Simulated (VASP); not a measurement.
Al5InSb6:

```xyz
12
Lattice="4.4349 0.0143 -0.0266 0.0143 4.4640 -0.0295 -0.1125 -0.1252 18.8678" Properties=species:S:1:pos:R:3 pbc="T T T"
Al   -0.0931   -0.0915   15.7039
Al    2.1335    2.1902   12.4688
Al   -0.0692   -0.0183    9.3502
Al    2.1913    2.2339    6.3360
Al   -0.0419   -0.0794    3.2776
In    2.2213    2.3022   -0.0797
Sb    2.1197   -0.1721   13.9402
Sb   -0.0690    2.1078   10.9705
Sb    2.2575   -0.0787    7.8491
Sb   -0.0713    2.1907    4.8721
Sb    2.2834   -0.0192    1.7774
Sb   -0.1336    2.1812   17.1389
```

```yaml
Program: VASP 6.6.1
Task: relaxation of cell and atoms
Functional: PBE
Potentials_or_basis: VASP PAW PBE potentials, release 64 (Al, In_d, Sb)
Cutoff: 600 eV
k_mesh: 4 × 4 × 1
Occupations: gaussian, width 0.1 eV
Spin: no spin polarisation
```

At the start: pressure 0.6 GPa; volume 31.13 Å³/atom.

Where does the relaxation end?

Over 18 steps the energy falls by 42.7 meV/atom and the volume is 31.22 Å³/atom (+0.3 %); space group P-4m2 (No. 115, to 0.05 Å).

Step by step:
```csv
step,energy change (eV),largest force (eV/Å),pressure (GPa),volume (Å³)
1,0.0000,1.7793,0.59,373.50
2,-0.4277,0.5765,-0.56,379.67
3,-0.4308,0.5241,-0.63,380.25
4,-0.4958,0.1576,0.07,374.21
5,-0.4968,0.1647,0.17,373.37
6,-0.5035,0.1015,-0.02,374.84
7,-0.5047,0.1056,-0.15,375.83
8,-0.5073,0.0854,0.00,374.66
9,-0.5074,0.0901,0.03,374.38
10,-0.5088,0.0568,0.03,374.39
11,-0.5098,0.0549,0.03,374.41
12,-0.5109,0.0449,-0.02,374.78
13,-0.5114,0.0468,-0.09,375.34
14,-0.5120,0.0462,-0.04,374.94
15,-0.5122,0.0476,0.00,374.64
16,-0.5123,0.0480,0.01,374.57
17,-0.5125,0.0285,0.00,374.62
18,-0.5127,0.0248,-0.01,374.70
```

Final structure:
```
Al In Sb
1.0
     4.47764    0.00021   -0.00062
     0.00036    4.47839   -0.00055
    -0.00309   -0.00194   18.68563
Al In Sb
5 1 6
Direct
  0.99888 0.00166 0.82643
  0.49960 0.49990 0.66333
  0.00108 0.99899 0.50018
  0.50068 0.49892 0.33675
  0.00124 0.99869 0.17336
  0.49814 0.50220 0.99992
  0.49908 0.99984 0.74483
  0.99989 0.49898 0.58185
  0.50128 0.99879 0.41851
  0.00069 0.49850 0.25502
  0.50121 0.00180 0.09282
  0.99823 0.50173 0.90701
```
